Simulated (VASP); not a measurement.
Si, 4 atoms in the cell. It takes space group I-42m (No. 121, tetragonal). Conventional cell: a = 6.579 Å, b = 6.579 Å, c = 3.796 Å, α = 90.00°, β = 90.00°, γ = 90.00°. Si (site symmetry m) has 4 Si at 2.32 to 2.35 Å within 3.1 Å.  This cell differs from its parent crystal: atoms displaced along a vibrational mode, the cell strained.

```yaml
Program: VASP 6.6.1
Task: single point
Functional: PBE
Potentials_or_basis: VASP PAW PBE potentials, release 64 (Si)
Cutoff: 520 eV
k_mesh: 10 × 10 × 10
Occupations: gaussian, width 0.05 eV
Spin: no spin polarisation
Dipole_correction: no
Further_INCAR_settings: ALGO = Normal; EDIFF = 1e-07; NBANDS = 16
```

Potentials or basis: VASP PAW PBE potentials, release 64 (Si).

Command:

```bash
$ cat potpaw_PBE.64/Si/POTCAR > POTCAR
$ mpirun -np 1 vasp_std > vasp.out
```

Hardware: 1 thread of Intel Xeon 8259CL, on a shared host.

Question: How long does it take, and how much memory?

Answer: Run time: 2.6 min on 1 thread of Intel Xeon 8259CL, with other jobs on the host, peak memory 0.28 GiB. Counts: scf iterations 13, k points 102.
